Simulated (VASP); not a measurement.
A run of VASP 6.6.1:

File INCAR:

```
ALGO     = Normal         # electronic algorithm
EDIFF    = 1E-6           # SCF threshold, eV
ENCUT    = 520            # plane-wave cutoff, eV
GGA      = CA             # functional
ISIF     = 2              # what is computed and relaxed
ISMEAR   = -1             # smearing method
ISPIN    = 2              # spin polarisation
LASPH    = T              # aspherical terms in the spheres
LCHARG   = F              # write CHGCAR
LMAXMIX  = 6              # l up to which the mixer works
LORBIT   = 11             # projections on sites
LREAL    = F              # projectors in reciprocal space
LWAVE    = F              # write WAVECAR
MAGMOM   = 1              # initial moments
NBANDS   = 22             # bands
NELM     = 150            # most SCF steps
PREC     = Accurate       # precision mode
SIGMA    = 0.05           # smearing width, eV
```

File KPOINTS:

```
k-points
0
Gamma
  9 9 9
```

POSCAR

```
Yb
1.0
   -2.1797952336      2.1797952336      2.1797952336
    2.1797952336     -2.1797952336      2.1797952336
    2.1797952336      2.1797952336     -2.1797952336
Yb
1
Direct
    0.0000000000      0.0000000000      0.0000000000
```

Potentials or basis: VASP PAW PBE potentials, release 64 (Yb).

Run with:

```sh
$ cat potpaw_PBE.64/Yb/POTCAR > POTCAR
$ mpirun -np 1 vasp_std > vasp.out
```

Hardware: 1 thread of Oxide Virtual Turin-like Processor, with other jobs on the host.

Q: Estimate the wall time of this run.

A: Wall time 7.1 min on 1 thread of Oxide Virtual Turin-like Processor, on a shared host, peak memory 0.16 GiB. Counts: scf iterations 110, k points 35.
